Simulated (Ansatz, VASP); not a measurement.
**Cu: VASP beside Ansatz**

INCAR

```
PREC = Accurate
ENCUT = 520
EDIFF = 1E-6
ISMEAR = 0
SIGMA = 0.15
LREAL = False
LASPH = True
NELM = 80
ALGO = Fast
ISIF = 2
LWAVE = False
LCHARG = False
GGA = PS
NBANDS = 12
```

The input KPOINTS:

```
regular mesh
0
Gamma
  22 22 22
```

File POSCAR:

```
Cu
1.0
    0.0000000000      1.7803875000      1.8617250000
    1.7803875000      0.0000000000      1.8617250000
    1.7803875000      1.7803875000      0.0000000000
Cu
1
Direct
    0.0000000000      0.0000000000      0.0000000000
```

Input for Ansatz:

```yaml
crystal:
  lattice:
    - [0.0, 1.7803875, 1.861725]
    - [1.7803875, 0.0, 1.861725]
    - [1.7803875, 1.7803875, 0.0]
  atoms:
    - { symbol: Cu, position: [0.0, 0.0, 0.0] }
basis:
  ecutwfc: 420
kpoints:
  mp_grid: { grid: [22, 22, 22] }
hamiltonian:
  xc: pbesol
scf:
  occupations: { method: gaussian, width: 0.15 }
output:
  forces: true
  stress: true
  eigenvalues: true
```

Change from the starting cell: strain -0.015 along x and y, +0.030 along z, atoms carried along.

Alike in both runs: task single point; functional PBEsol; k mesh 22 × 22 × 22; occupations gaussian, width 0.15 eV; no spin polarisation.

|  | VASP | Ansatz |
| --- | --- | --- |
| version | VASP 6.6.1 | Ansatz 0.2.0 |
| potentials or method | VASP PAW PBE potentials, release 64 (Cu), cutoff 520 eV | scalar-relativistic, plane waves, PAW |
| valence electrons in the cell | 11 | 19 |

|  | VASP | Ansatz | Ansatz less VASP |
| --- | --- | --- | --- |
| gap on the k mesh at the Fermi level (eV) | none | none | - |
| pressure (GPa) | -5.7 | -6.3 | -0.60 |
| traceless stress, the component that is largest in VASP (GPa) | -1.98 | -1.98 | -0.002 |

VASP's potentials were made for PBE, not for PBEsol. A gap of «none» marks a metal or a gap that the smearing closes. The functional is the same, so the differences come from potentials, cutoffs and numerics. VASP's potentials hold 11 valence electrons a cell and Ansatz's 19, so a difference there can come from the potentials and not from the codes.
